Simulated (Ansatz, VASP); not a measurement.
**Two plane-wave programs on BaTiO3**

INCAR

```
PREC     = Accurate       # precision mode
ENCUT    = 520            # plane-wave cutoff, eV
EDIFF    = 1E-6           # SCF threshold, eV
ISMEAR   = 0              # smearing method
SIGMA    = 0.05           # smearing width, eV
LREAL    = F              # projectors in reciprocal space
LASPH    = T              # aspherical terms in the spheres
NELM     = 100            # most SCF steps
ALGO     = Normal         # electronic algorithm
ISIF     = 2              # what is computed and relaxed
LWAVE    = F              # write WAVECAR
LCHARG   = F              # write CHGCAR
GGA      = PE             # functional
NBANDS   = 28             # bands
```

File KPOINTS:

```
regular mesh
0
Gamma
  8 8 6
```

The input POSCAR:

```
BaTiO3
1.0
    4.1049142711      0.0000000000      0.0000000000
    0.0000000000      4.1049142711      0.0000000000
    0.0000000000      0.0000000000      4.2018072460
Ba Ti O
1 1 3
Direct
    0.0000000000      0.0000000000      0.9863187693
    0.5000000000      0.5000000000      0.4690806688
    0.5000000000      0.5000000000      0.0378497747
    0.5000000000      0.0000000000      0.5173753936
    0.0000000000      0.5000000000      0.5173753936
```

Input for Ansatz:

```yaml
crystal:
  lattice:
    - [4.1049142711, 0.0, 0.0]
    - [0.0, 4.1049142711, 0.0]
    - [0.0, 0.0, 4.201807246]
  atoms:
    - { symbol: Ba, position: [0.0, 0.0, 0.9863187693] }
    - { symbol: Ti, position: [0.5, 0.5, 0.4690806688] }
    - { symbol: O, position: [0.5, 0.5, 0.0378497747] }
    - { symbol: O, position: [0.5, 0.0, 0.5173753936] }
    - { symbol: O, position: [0.0, 0.5, 0.5173753936] }
basis:
  ecutwfc: 420
kpoints:
  mp_grid: { grid: [8, 8, 6] }
hamiltonian:
  xc: pbe
scf:
  occupations: { method: gaussian, width: 0.05 }
output:
  forces: true
  stress: true
  eigenvalues: true
```

Change from the starting cell: strain +0.030 along x and y, +0.000 along z, atoms carried along.

Alike in both runs: task single point; functional PBE; k mesh 8 × 8 × 6; occupations gaussian, width 0.05 eV; no spin polarisation.

```csv
,VASP,Ansatz
version,VASP 6.6.1,Ansatz 0.2.0
potentials or method,"VASP PAW PBE potentials, release 64 (Ba_sv, Ti_sv, O), cutoff 520 eV","scalar-relativistic, plane waves, PAW"
valence electrons in the cell,40,40
```

```tsv
	VASP	Ansatz	Ansatz less VASP
gap on the k mesh at the Fermi level (eV)	1.68	1.73	+0.053
least direct gap on the mesh (eV)	2.19	2.22	+0.035
pressure (GPa)	-6.7	-7.9	-1.26
traceless stress, the component that is largest in VASP (GPa)	2.94	2.80	-0.138
rms of the force components (eV/Å)	0.054	0.083	+0.0287
```

Atom by atom the forces differ by 0.039 eV/Å (rms over components).

Spin-orbit coupling is off throughout.
